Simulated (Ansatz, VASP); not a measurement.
# CdSe in VASP and in Ansatz

```xyz
2
Lattice="0.0000 3.0040 3.0040 3.0040 0.0000 3.0040 3.0040 3.0040 0.0000" Properties=species:S:1:pos:R:3 pbc="T T T"
Cd    0.0000    0.0000    0.0000
Se    4.5059    4.5059    4.5059
```

Alike in both runs: functional LDA; k mesh 14 × 14 × 14; occupations fermi-dirac, width 0.1 eV; no spin polarisation.

Ansatz relaxed the structure, and its values are those at the end. VASP's run is a single point on that final structure, the one shown.

|  | VASP | Ansatz |
| --- | --- | --- |
| version | VASP 6.6.1 | Ansatz 0.2.0 |
| potentials or method | VASP PAW LDA potentials, release 64 (Cd, Se) | PAW with Ansatz's default frozen-core files, scalar-relativistic |
| plane-wave cutoff (eV) | 520 | 420 |
| valence electrons in the cell | 18 | 36 |

|  | VASP | Ansatz | Ansatz less VASP |
| --- | --- | --- | --- |
| pressure (GPa) | 0.5 | 0.0 | -0.49 |

LDA's correlation is that of Perdew and Zunger in VASP and of Perdew and Wang (1992) in Ansatz. VASP's potentials hold 18 valence electrons a cell and Ansatz's 36, so a difference there can come from the potentials and not from the codes.
